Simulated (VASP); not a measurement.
**Sn: single point with PBEsol**

The system is Sn.

```
Sn
1.0
     0.00000    3.27053    3.27053
     3.27053    0.00000    3.27053
     3.27053    3.27053    0.00000
Sn
2
Cartesian
  3.2705 3.2705 3.2705
  4.9058 4.9058 4.9058
```

```yaml
Program: VASP 6.6.1
Task: single point
Functional: PBEsol
Potentials_or_basis: VASP PAW PBE potentials, release 64 (Sn_d)
Cutoff: 500 eV
k_mesh: 4 × 4 × 4
Occupations: gaussian, width 0.1 eV
Spin: no spin polarisation
Dipole_correction: no
Further_INCAR_settings: ALGO = Normal; EDIFF = 1e-06; NBANDS = 21
```

- Pressure: 0.6 GPa
- Band gap on the k mesh: zero (band 14 reaches 5.36 eV, above the bottom of band 15 at 5.16 eV)

Levels at points of the mesh, in eV from the Fermi level:
```tsv
k point	band 12	band 13	band 14	band 15	band 16	band 17
(0.00, 0.00, 0.00)	-0.74	0.20	0.20	0.20	2.25	2.25
(0.50, 0.00, 0.00)	-6.13	-0.98	-0.98	0.00	3.30	3.30
(0.50, 0.50, 0.00)	-7.34	-2.29	-2.29	0.89	0.89	7.66
```

It took 18 s on 1 thread of AMD EPYC 7R43 64-Core Processor (Zen 3), with other jobs on the host, peak memory 0.16 GiB.

Caveat: the k points lie up to 0.42 Å⁻¹ apart; the PAW data sets were made with another functional, which shifts forces and pressure a little; spin-orbit coupling is left out, which moves the levels of the heavy elements.
